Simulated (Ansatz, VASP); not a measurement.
One calculation of KCl, two programs

The input POSCAR:

```
KCl
1.0
    0.0000000000      3.2823440000      2.9036120000
    3.2823440000      0.0000000000      2.9036120000
    3.2823440000      3.2823440000      0.0000000000
K Cl
1 1
Direct
    0.0000000000      0.0000000000      0.0000000000
    0.5000000000      0.5000000000      0.5000000000
```

File INCAR.step1:

```
PREC     = Accurate       # precision mode
ENCUT    = 550            # plane-wave cutoff, eV
ISMEAR   = 0              # smearing method
SIGMA    = 0.05           # smearing width, eV
LREAL    = F              # projectors in reciprocal space
LASPH    = T              # aspherical terms in the spheres
NELM     = 120            # most SCF steps
NBANDS   = 15             # bands
GGA      = PE             # functional
ALGO     = Normal         # electronic algorithm
EDIFF    = 1E-5           # SCF threshold, eV
LWAVE    = T              # write WAVECAR
LCHARG   = F              # write CHGCAR
GGA_COMPAT= F
```

File INCAR.step2:

```
PREC     = Accurate       # precision mode
ENCUT    = 550            # plane-wave cutoff, eV
EDIFF    = 1E-6           # SCF threshold, eV
ISMEAR   = 0              # smearing method
SIGMA    = 0.05           # smearing width, eV
LREAL    = F              # projectors in reciprocal space
LASPH    = T              # aspherical terms in the spheres
NELM     = 120            # most SCF steps
ALGO     = Normal         # electronic algorithm
ISIF     = 2              # what is computed and relaxed
LWAVE    = F              # write WAVECAR
LCHARG   = T              # write CHGCAR
METAGGA  = R2SCAN         # meta-GGA
LMIXTAU  = T            
LELF     = T              # ELF
LVHAR    = T            
NBANDS   = 15             # bands
ISTART   = 1            
GGA_COMPAT= F
```

KPOINTS

```
regular mesh
0
Gamma
  6 6 6
```

Input for Ansatz:

```yaml
crystal:
  lattice:
    - [0.0, 3.282344, 2.903612]
    - [3.282344, 0.0, 2.903612]
    - [3.282344, 3.282344, 0.0]
  atoms:
    - { symbol: K, position: [0.0, 0.0, 0.0] }
    - { symbol: Cl, position: [0.5, 0.5, 0.5] }
basis:
  ecutwfc: 500
kpoints:
  mp_grid: { grid: [6, 6, 6] }
hamiltonian:
  xc: r2scan
scf:
  occupations: { method: gaussian, width: 0.05 }
output:
  forces: true
  stress: true
  eigenvalues: true
```

Change from the starting cell: strain +0.040 along x and y, -0.080 along z, atoms carried along.

Alike in both runs: task single point; functional r2SCAN; k mesh 6 × 6 × 6; occupations gaussian, width 0.05 eV; no spin polarisation.

|  | VASP | Ansatz |
| --- | --- | --- |
| version | VASP 6.6.1 | Ansatz 0.2.0 |
| potentials or method | VASP PAW PBE potentials, release 64 (K_sv, Cl), cutoff 550 eV | scalar-relativistic, plane waves, PAW |
| valence electrons in the cell | 16 | 16 |

|  | VASP | Ansatz | Ansatz less VASP |
| --- | --- | --- | --- |
| gap on the k mesh at the Fermi level (eV) | 5.65 | 5.64 | -0.004 |
| least direct gap on the mesh (eV) | 5.65 | 5.64 | -0.004 |
| pressure (GPa) | 0.9 | 0.9 | 0.00 |
| traceless stress, the component that is largest in VASP (GPa) | 4.35 | 4.29 | -0.059 |

VASP's potentials were made for PBE, not for r2SCAN.
